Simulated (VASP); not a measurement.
# Bi (Im-3m) in VASP: settings compared, part 2 of 2

VASP 6.6.1. Earlier steps stand in the parts before.

## (3) Single point, LDA (volume scaled by 0.94)

The input, INCAR:

```
SYSTEM = Bi
PREC = Accurate
ENCUT = 520
EDIFF = 1E-7
ISMEAR = -1
SIGMA = 0.05
LREAL = .FALSE.
LASPH = .TRUE.
NELM = 100
ALGO = Normal
ISIF = 2
LWAVE = .FALSE.
LCHARG = .FALSE.
GGA = CA
NBANDS = 14
```

The input, KPOINTS:

```
Automatic mesh
0
G
  9 9 9
  0 0 0
```

The input, POSCAR:

```
Bi
1.0
   -1.9409818243      1.9409818243      1.9409818243
    1.9409818243     -1.9409818243      1.9409818243
    1.9409818243      1.9409818243     -1.9409818243
Bi
1
Direct
    0.0000000000      0.0000000000      0.0000000000
```

Potentials or basis: VASP PAW LDA potentials, release 64 (Bi_d).

Started as:

```sh
> cat potpaw_LDA.64/Bi_d/POTCAR > POTCAR
> mpirun -np 1 vasp_std > vasp.out
```

OUTCAR:

```text
SYSTEM = Bi
   PREC = Accurate
   ENCUT = 520
   EDIFF = 1E-7
   ISMEAR = -1
   LREAL = .FALSE.
   LASPH = .TRUE.
   NELM = 100
   ISIF = 2
   GGA = CA

 ion  position               nearest neighbor table
   1  0.000  0.000  0.000-

  LATTYP: Found a body centered cubic cell.
 ALAT       =     3.8819636486

  Lattice vectors:

 A1 = (  -1.9409818243,   1.9409818243,   1.9409818243)
 A2 = (   1.9409818243,  -1.9409818243,   1.9409818243)
 A3 = (   1.9409818243,   1.9409818243,  -1.9409818243)

Analysis of symmetry for initial positions (statically):
=====================================================================
 Subroutine PRICEL returns:
 Original cell was already a primitive cell.

 Routine SETGRP: Setting up the symmetry group for a
 body centered cubic supercell.

 Subroutine GETGRP returns: Found 48 space group operations
[... 9 lines left out ...]

 Routine SETGRP: Setting up the symmetry group for a
 body centered cubic supercell.

 Subroutine GETGRP returns: Found 48 space group operations
[... 11 lines left out ...]
                                     Primitive cell

  volume of cell :      29.2499

  direct lattice vectors                    reciprocal lattice vectors
    -1.940981824  1.940981824  1.940981824     0.000000000  0.257601588  0.257601588
     1.940981824 -1.940981824  1.940981824     0.257601588  0.000000000  0.257601588
     1.940981824  1.940981824 -1.940981824     0.257601588  0.257601588  0.000000000

  length of vectors
     3.361879136  3.361879136  3.361879136     0.364303659  0.364303659  0.364303659

  position of ions in fractional coordinates (direct lattice)
     0.000000000  0.000000000  0.000000000

  ion indices of the primitive-cell ions
   primitive index   ion index
                 1           1

----------------------------------------------------------------------------------------

 KPOINTS: Automatic mesh

[... 85 lines left out ...]
   IMIX   =      4    mixing-type and parameters
     AMIX     =   0.40;   BMIX     =  1.00
     AMIX_MAG =   1.60;   BMIX_MAG =  1.00
  volume/ion in A,a.u.               =      29.25       197.39
  Fermi-wavevector in a.u.,A,eV,Ry     =   1.310380  2.476258 23.362491  1.717095
  Thomas-Fermi vector in A             =   2.440914
   LORBIT       =      0    0 simple, 1 ext, 2 COOP (PROOUT), +10 PAW based schemes
   GGA     = CA    functional components
   LHFCALC =     F    Hartree Fock is set to
   AEXX    =    0.0000 exact exchange contribution
   IVDW    =     0    specifies the selected vdW correction
   LEPSILON=     F    determine dielectric tensor
   LRPA    =     F    only Hartree local field effects (RPA)
 non-spin polarized calculation
  energy-cutoff  :      520.00
  volume of cell :       29.25
 maximum number of plane-waves:       794
 NGX is ok and might be reduce to    28
   NGX = 13   NGY = 13   NGZ = 13

 number of electron      15.0000005 magnetization

 Free energy of the ion-electron system (eV)
  ---------------------------------------------------
  ext. energy  EPLUGINS =         0.00000000
  ---------------------------------------------------
  free energy    TOTEN  =        -4.48115587 eV

  energy without entropy =       -4.47638251  energy(sigma->0) =       -4.47876919

 E-fermi :   8.5779     XC(G=0): -10.8268

 val. band max:        8.5563316311   @ k =   0.2222   0.0000   0.0000
 cond. band min:       8.6040342470   @ k =  -0.2222   0.2222   0.1111
 fundamental gap:      0.0477026158
 Fermi energy:         8.5778627460

 k-point     1 :       0.0000    0.0000    0.0000
  band No.  band energies     occupation
      1     -14.5485      2.00000
      2     -14.5485      2.00000
      3     -14.5485      2.00000
      4     -14.3884      2.00000
      5     -14.3884      2.00000
      6      -5.5039      2.00000
      7      13.9827      0.00000
      8      13.9827      0.00000
      9      13.9827      0.00000
     10      18.5372      0.00000
     11      19.0030      0.00000
     12      19.0030      0.00000
     13      19.0030      0.00000
     14      20.6006      0.00000
[... 377 lines left out ...]
      1     -14.5373      2.00000
      2     -14.4956      2.00000
      3     -14.4396      2.00000
      4     -14.3956      2.00000
      5     -14.3033      2.00000
      6      -1.6409      2.00000
      7       3.7868      2.00000
      8       7.5501      2.00000
      9      11.2846      0.00000
     10      16.1306      0.00000
     11      17.6085      0.00000
     12      18.6064      0.00000
     13      20.2274      0.00000
     14      26.6038      0.00000

 [... further k-points ...]
[... 5 lines left out ...]
  --------------------------------------------------------------------------------------
  -------------------------------------------------------------------------------------
  Total        0.0513516      0.0513516      0.0513516      0.0000000     -0.0000000     -0.0000000
  in kB        2.8128086      2.8128086      2.8128086      0.0000000     -0.0000000     -0.0000000
  external PRESSURE =       2.8128086 kB  Pullay stress =       0.0000000 kB

 VOLUME and BASIS-vectors are now :
 -----------------------------------------------------------------------------
  energy-cutoff  :      520.00
  volume of cell :       29.25
      direct lattice vectors                 reciprocal lattice vectors
    -1.940981824  1.940981824  1.940981824     0.000000000  0.257601588  0.257601588
     1.940981824 -1.940981824  1.940981824     0.257601588  0.000000000  0.257601588
     1.940981824  1.940981824 -1.940981824     0.257601588  0.257601588  0.000000000

 POSITION                                       TOTAL-FORCE (eV/Angst)
 -----------------------------------------------------------------------------------
      0.00000      0.00000      0.00000         0.000000      0.000000      0.000000
 -----------------------------------------------------------------------------------
    total drift:                               -0.000000     -0.000000      0.000000

  FREE ENERGIE OF THE ION-ELECTRON SYSTEM (eV)
  ---------------------------------------------------
  free  energy   TOTEN  =        -4.4811558674 eV

  energy  without entropy=       -4.4763825063  energy(sigma->0) =       -4.47876919
```

OSZICAR:

```text
N       E                     dE             d eps       ncg     rms          rms(c)
DAV:   1     0.115472781422E+03    0.11547E+03   -0.76144E+03   998   0.130E+03
DAV:   2     0.208024237265E+01   -0.11339E+03   -0.10967E+03  1064   0.342E+02
DAV:   3    -0.432639215249E+01   -0.64066E+01   -0.63841E+01  1234   0.784E+01
DAV:   4    -0.448344094806E+01   -0.15705E+00   -0.15702E+00  1286   0.130E+01
DAV:   5    -0.448980491649E+01   -0.63640E-02   -0.63638E-02  1396   0.224E+00    0.482E-01
DAV:   6    -0.448329029614E+01    0.65146E-02   -0.69882E-03  1336   0.125E+00    0.271E-01
DAV:   7    -0.448125183576E+01    0.20385E-02   -0.38861E-03  1292   0.889E-01    0.740E-02
DAV:   8    -0.448115530471E+01    0.96531E-04   -0.33042E-04  1318   0.278E-01    0.641E-03
DAV:   9    -0.448115569440E+01   -0.38969E-06   -0.61813E-06  1404   0.288E-02    0.323E-03
DAV:  10    -0.448115586785E+01   -0.17345E-06   -0.27570E-07  1192   0.482E-03    0.180E-04
DAV:  11    -0.448115586741E+01    0.44179E-09   -0.13078E-08   832   0.133E-03
   1 F= -.44811559E+01 E0= -.44787692E+01  d E =-.477336E-02
```

Wall time 28 s (1 thread of AMD EPYC 7R13, shared host); peak memory 0.11 GiB.

Results:

- Free energy: -4.4812 eV
- Pressure: 0.3 GPa

Levels at points of the mesh, in eV from the Fermi level:
```
           k point  band 4  band 5  band 6  band 7  band 8  band 9  band 10  band 11
(0.00, 0.00, 0.00)  -22.97  -22.97  -14.08    5.40    5.40    5.40     9.96    10.43
```

Caveat: spin-orbit coupling is left out, which moves the levels of the heavy elements.

## (4) Single point, LDA (volume scaled by 0.96)

The input, INCAR:

```
SYSTEM = Bi
PREC = Accurate ; ENCUT = 520
EDIFF = 1E-7 ; ISMEAR = -1
SIGMA = 0.05 ; LREAL = .FALSE.
LASPH = .TRUE. ; NELM = 100
ALGO = Fast ; ISIF = 2
LWAVE = .FALSE. ; LCHARG = .TRUE.
GGA = CA ; LELF = .TRUE.
LVHAR = .TRUE. ; NBANDS = 14
```

The input, KPOINTS:

```
regular mesh
0
G
  9 9 9
  0 0 0
```

The input, POSCAR:

```
Bi
1.0
   -1.9546511608      1.9546511608      1.9546511608
    1.9546511608     -1.9546511608      1.9546511608
    1.9546511608      1.9546511608     -1.9546511608
Bi
1
Direct
    0.0000000000      0.0000000000      0.0000000000
```

Potentials or basis: VASP PAW LDA potentials, release 64 (Bi_d).

Started as:

```sh
> cat potpaw_LDA.64/Bi_d/POTCAR > POTCAR
> mpirun -np 1 vasp_std > vasp.out
```

OUTCAR:

```text
SYSTEM = Bi
   PREC = Accurate
   ENCUT = 520
   EDIFF = 1E-7
   ISMEAR = -1
   LREAL = .FALSE.
   LASPH = .TRUE.
   NELM = 100
   ISIF = 2
   GGA = CA

 ion  position               nearest neighbor table
   1  0.000  0.000  0.000-

  LATTYP: Found a body centered cubic cell.
 ALAT       =     3.9093023216

  Lattice vectors:

 A1 = (  -1.9546511608,   1.9546511608,   1.9546511608)
 A2 = (   1.9546511608,  -1.9546511608,   1.9546511608)
 A3 = (   1.9546511608,   1.9546511608,  -1.9546511608)

Analysis of symmetry for initial positions (statically):
=====================================================================
 Subroutine PRICEL returns:
 Original cell was already a primitive cell.

 Routine SETGRP: Setting up the symmetry group for a
 body centered cubic supercell.

 Subroutine GETGRP returns: Found 48 space group operations
[... 9 lines left out ...]

 Routine SETGRP: Setting up the symmetry group for a
 body centered cubic supercell.

 Subroutine GETGRP returns: Found 48 space group operations
[... 11 lines left out ...]
                                     Primitive cell

  volume of cell :      29.8722

[... 138 lines left out ...]
 cond. band min:       8.2834556708   @ k =  -0.2222   0.2222   0.1111
 fundamental gap:      0.0416857192
 Fermi energy:         8.2703565594

 k-point     1 :       0.0000    0.0000    0.0000
  band No.  band energies     occupation
      1     -14.8048      2.00000
      2     -14.8048      2.00000
      3     -14.8048      2.00000
      4     -14.6554      2.00000
      5     -14.6554      2.00000
      6      -5.6247      2.00000
      7      13.5454      0.00000
      8      13.5454      0.00000
      9      13.5454      0.00000
     10      17.9689      0.00000
     11      18.7250      0.00000
     12      18.7250      0.00000
     13      18.7250      0.00000
     14      20.1813      0.00000
[... 377 lines left out ...]
      1     -14.7937      2.00000
      2     -14.7545      2.00000
      3     -14.7029      2.00000
      4     -14.6617      2.00000
      5     -14.5756      2.00000
      6      -1.9035      2.00000
      7       3.6218      2.00000
      8       7.2971      2.00000
      9      10.9355      0.00000
     10      15.7768      0.00000
     11      17.2473      0.00000
     12      18.2663      0.00000
     13      19.8348      0.00000
     14      26.1742      0.00000

 [... further k-points ...]
[... 5 lines left out ...]
  --------------------------------------------------------------------------------------
  -------------------------------------------------------------------------------------
  Total       -0.1881419     -0.1881419     -0.1881419      0.0000000      0.0000000     -0.0000000
  in kB      -10.0908623    -10.0908623    -10.0908623      0.0000000      0.0000000     -0.0000000
  external PRESSURE =     -10.0908623 kB  Pullay stress =       0.0000000 kB

 VOLUME and BASIS-vectors are now :
 -----------------------------------------------------------------------------
  energy-cutoff  :      520.00
  volume of cell :       29.87
      direct lattice vectors                 reciprocal lattice vectors
    -1.954651161  1.954651161  1.954651161     0.000000000  0.255800119  0.255800119
     1.954651161 -1.954651161  1.954651161     0.255800119  0.000000000  0.255800119
     1.954651161  1.954651161 -1.954651161     0.255800119  0.255800119  0.000000000

 POSITION                                       TOTAL-FORCE (eV/Angst)
 -----------------------------------------------------------------------------------
      0.00000      0.00000      0.00000        -0.000000      0.000000      0.000000
 -----------------------------------------------------------------------------------
    total drift:                                0.000000      0.000000      0.000000

  FREE ENERGIE OF THE ION-ELECTRON SYSTEM (eV)
  ---------------------------------------------------
  free  energy   TOTEN  =        -4.4800459586 eV

  energy  without entropy=       -4.4757407957  energy(sigma->0) =       -4.47789338
```

Wall time 41 s (1 thread of AMD EPYC 7R13, shared host); peak memory 0.11 GiB.

What came out:

```
Free energy : -4.4800 eV
Pressure    : -1.0 GPa
```

Caveat: spin-orbit coupling is left out, which moves the levels of the heavy elements.

## (5) Single point, LDA (volume scaled by 0.98)

The input, INCAR:

```
ALGO = Normal
EDIFF = 1E-6
ENCUT = 520
GGA = CA
ISIF = 2
ISMEAR = -1
LASPH = True
LCHARG = False
LREAL = False
LWAVE = False
NBANDS = 14
NELM = 100
PREC = Accurate
SIGMA = 0.05
```

The input, KPOINTS:

```
k-points
0
Gamma
  9 9 9
```

The input, POSCAR:

```
Bi
1.0
   -1.9681319396      1.9681319396      1.9681319396
    1.9681319396     -1.9681319396      1.9681319396
    1.9681319396      1.9681319396     -1.9681319396
Bi
1
Direct
    0.0000000000      0.0000000000      0.0000000000
```

Started as:

```sh
> cat potpaw_LDA.64/Bi_d/POTCAR > POTCAR
> mpirun -np 1 vasp_std > vasp.out
```

Wall time 28 s (1 thread of AMD EPYC 7R13, shared host); peak memory 0.11 GiB.

The run converged. Its results:

```
Free energy : -4.4741 eV
Pressure    : -2.1 GPa
```

Levels at points of the mesh, in eV from the Fermi level:
```
           k point  band 5  band 6  band 7  band 8  band 9  band 10
(0.00, 0.00, 0.00)  -22.89  -13.71    5.15    5.15    5.15     9.45
```

Caveat: spin-orbit coupling is left out, which moves the levels of the heavy elements.

## (6) Overview

| level | potentials or basis | spin | cell | smearing | gap on the mesh (eV) | pressure (GPa) |
| --- | --- | --- | --- | --- | --- | --- |
| PBE+D4 | VASP PAW PBE potentials, release 64 (Bi_d) | collinear, ferromagnetic start | a = 3.432 Å, angles 109.5°, 1 atom | gaussian 0.1 eV | none | -1.8 |
| LDA | VASP PAW LDA potentials, release 64 (Bi_d) | off | a = 3.362 Å, angles 109.5°, 1 atom | fermi-dirac 0.05 eV | none | 0.3 |
| LDA | VASP PAW LDA potentials, release 64 (Bi_d) | off | a = 3.386 Å, angles 109.5°, 1 atom | fermi-dirac 0.05 eV | none | -1.0 |
| LDA | VASP PAW LDA potentials, release 64 (Bi_d) | off | a = 3.409 Å, angles 109.5°, 1 atom | fermi-dirac 0.05 eV | none | -2.1 |

Alike in all rows: task single point; k mesh 9 × 9 × 9; cutoff (eV) 520.

Caveats: spin-orbit coupling is left out, which moves the levels of the heavy elements; pairwise dispersion overbinds metals, which lowers pressure and volume (some runs).

Total energies depend on the potentials used, so only differences within one code and one set of settings carry meaning.
